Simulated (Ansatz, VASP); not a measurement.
WCl: VASP beside Ansatz

```
W Cl
1.0
    -1.81200    1.81200    2.44867
     1.81200   -1.81200    2.44867
     1.81200    1.81200   -2.44867
W Cl
1 1
Direct
  0.00000 0.00000 0.00000
  0.50000 0.50000 0.00000
```

Alike in both runs: functional PBE; k mesh 6 × 6 × 6; occupations gaussian, width 0.2 eV; no spin polarisation.

Ansatz relaxed the structure, and its values are those at the end. VASP's run is a single point on that final structure, the one shown.

|  | VASP | Ansatz |
| --- | --- | --- |
| version | VASP 6.6.1 | Ansatz 0.2.0 |
| potentials or method | VASP PAW PBE potentials, release 64 (W_sv, Cl), cutoff 500 eV | scalar-relativistic, plane waves, PAW |
| valence electrons in the cell | 21 | 21 |

Ansatz gave:

| Property | Result |
| --- | --- |
| gap on the k mesh at the Fermi level (eV) | none |
| pressure (GPa) | -0.2 |

**Question.** Estimate VASP's values.

**Answer.** gap on the k mesh at the Fermi level (eV): none; pressure (GPa): 0.6.

A gap of «none» marks a metal or a gap that the smearing closes.

The k mesh is coarse, so the values compare programs but aren't converged. Spin-orbit coupling is off throughout.
